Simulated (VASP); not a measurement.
Crystal: NaH2.

```
Na H
1.0
     0.00000    4.83208    4.83208
     2.41604    0.00000    2.41604
     2.41604    2.41604    0.00000
Na H
1 2
Direct
  0.00000 0.00000 0.00000
  0.25000 0.50000 0.50000
  0.75000 0.50000 0.50000
```

This cell differs from its parent crystal: atoms taken out.

```yaml
Program: VASP 6.6.1
Task: relaxation of cell and atoms
Functional: PBE
Potentials_or_basis: VASP PAW PBE potentials, release 64 (Na_sv, H)
Cutoff: 1130 eV
k_mesh: 6 × 6 × 6
Occupations: gaussian, width 0.1 eV
Spin: no spin polarisation
```

At the start: pressure -1.7 GPa; volume 18.80 Å³/atom.

Q: Where does the relaxation end?

A: Over 20 steps the energy falls by 289.0 meV/atom and the volume is 12.16 Å³/atom (-35.3 %); space group R-3m (No. 166, to 0.1 Å) before and after.

The path:
| step | energy change (eV) | largest force (eV/Å) | pressure (GPa) | volume (Å³) |
| --- | --- | --- | --- | --- |
| 1 | 0.0000 | 0.2649 | -1.68 | 56.41 |
| 2 | -0.0377 | 0.2143 | -1.38 | 54.81 |
| 3 | -0.1354 | 0.0741 | -0.31 | 50.09 |
| 4 | -0.2945 | 0.2275 | 2.66 | 41.09 |
| 5 | -0.1634 | 0.4236 | 21.90 | 24.76 |
| 6 | -0.3693 | 0.3246 | 3.22 | 38.32 |
| 7 | -0.4070 | 0.5096 | 7.70 | 32.50 |
| 8 | -0.3974 | 0.4060 | 4.66 | 35.97 |
| 9 | -0.4238 | 0.4093 | 4.78 | 35.57 |
| 10 | -0.5012 | 0.4142 | 5.19 | 34.33 |
| 11 | -0.6302 | 0.3382 | 6.50 | 31.67 |
| 12 | -0.4278 | 0.6362 | 16.13 | 25.58 |
| 13 | -0.6775 | 0.2411 | 7.69 | 30.09 |
| 14 | -0.6771 | 0.1632 | 8.67 | 29.25 |
| 15 | -0.7464 | 0.1064 | 6.53 | 30.43 |
| 16 | -0.8537 | 0.0189 | 1.84 | 34.10 |
| 17 | -0.8631 | 0.0521 | 0.70 | 35.46 |
| 18 | -0.8636 | 0.0611 | 0.38 | 35.88 |
| 19 | -0.8650 | 0.0505 | 0.28 | 36.03 |
| 20 | -0.8670 | 0.0231 | -0.01 | 36.49 |

Final structure:
```cif
data_structure
_symmetry_space_group_name_H-M 'P 1'
_symmetry_Int_Tables_number 1
_cell_length_a 5.2668
_cell_length_b 3.7716
_cell_length_c 3.7716
_cell_angle_alpha 60.000
_cell_angle_beta 44.266
_cell_angle_gamma 44.266
_cell_volume 36.49
loop_
_atom_site_label
_atom_site_type_symbol
_atom_site_fract_x
_atom_site_fract_y
_atom_site_fract_z
_atom_site_occupancy
Na1 Na 0.00000 0.00000 0.00000 1
H1 H 0.21510 0.52326 0.52326 1
H2 H 0.78490 0.47674 0.47674 1
```

Caveat: the cell differs from its parent crystal (atoms taken out); the volume moved by over 15 % at a fixed basis, so the end points are rough; an odd number of electrons without spin polarisation forces a metal; a magnetic or distorted state may lie lower.
